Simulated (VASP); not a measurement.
Here is a VASP 6.6.1 calculation.

File INCAR:

```
PREC = Accurate ; ENCUT = 600
EDIFF = 1E-6 ; ISMEAR = 0
SIGMA = 0.1 ; LREAL = False
LASPH = True ; NELM = 80
ALGO = Normal ; ISIF = 3
LWAVE = False ; LCHARG = False
GGA = PE ; IBRION = 2
NSW = 90 ; EDIFFG = -0.04
```

The input KPOINTS:

```
Automatic mesh
0
Gamma
  4 4 4
```

POSCAR

```
SbSe2
1.0
    3.9411870300      0.0000000000      0.0000000000
    0.0000000000      3.9411870300      0.0000000000
    0.0000000000      0.0000000000      5.8439035700
Sb Se
1 2
Direct
    0.0000000000      0.0000000000      0.5000000000
    0.5000000000      0.0000000000      0.7777620000
    0.0000000000      0.5000000000      0.2222380000
```

Potentials or basis: VASP PAW PBE potentials, release 64 (Sb, Se).

Command:

```sh
$ cat potpaw_PBE.64/Sb/POTCAR potpaw_PBE.64/Se/POTCAR > POTCAR
$ mpirun -np 1 vasp_std > vasp.out
```

(1) What does it give for the relaxed volume?

(2) Predict the space group after relaxing (to 0.05 Å).

Results:

(1) 39.73 Å³/atom.

(2) P-4m2 (No. 115).

Caveat: the k points lie up to 0.37 Å⁻¹ apart in the final cell; the volume moved by over 15 % at a fixed basis, so the end points are rough; this functional lacks dispersion, which binds the layers, so the pressure and a relaxed spacing across them are unreliable.
